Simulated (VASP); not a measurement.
Si, 2 atoms in the cell. It takes space group P6_3/mmc (No. 194, hexagonal). The conventional cell has a = 2.643 Å, b = 2.643 Å, c = 4.534 Å, α = 90.00°, β = 90.00°, γ = 120.00°. Within 3.5 Å of Si (site symmetry -6m2) lie 12 Si at 2.64 to 2.73 Å. This isn't the form of Si at room conditions, which is diamond.

| Item | Value |
| --- | --- |
| Program | VASP 6.6.1 |
| Task | single point |
| Functional | r2SCAN |
| Potentials or basis | VASP PAW PBE potentials, release 64 (Si) |
| Cutoff | 520 eV |
| k mesh | 24 × 24 × 12 |
| Occupations | gaussian, width 0.1 eV |
| Spin | no spin polarisation |
| Dipole correction | no |
| Further INCAR settings | ALGO = Normal; EDIFF = 1e-06; NBANDS = 11 |

Potentials or basis: VASP PAW PBE potentials, release 64 (Si).

Command:

```console
$ cat potpaw_PBE.64/Si/POTCAR > POTCAR
$ cp INCAR.step1 INCAR
$ mpirun -np 1 vasp_std > vasp.out
$ cp INCAR.step2 INCAR
$ mpirun -np 1 vasp_std > vasp.out
```

Hardware: 1 thread of Intel(R) Xeon(R) 6975P-C (Granite Rapids), with other jobs on the host.

**Question.** Estimate the wall time of this run.

**Answer.** Wall time 2.7 min on 1 thread of Intel(R) Xeon(R) 6975P-C (Granite Rapids), with other jobs on the host, peak memory 0.22 GiB. Counts: k points 427.
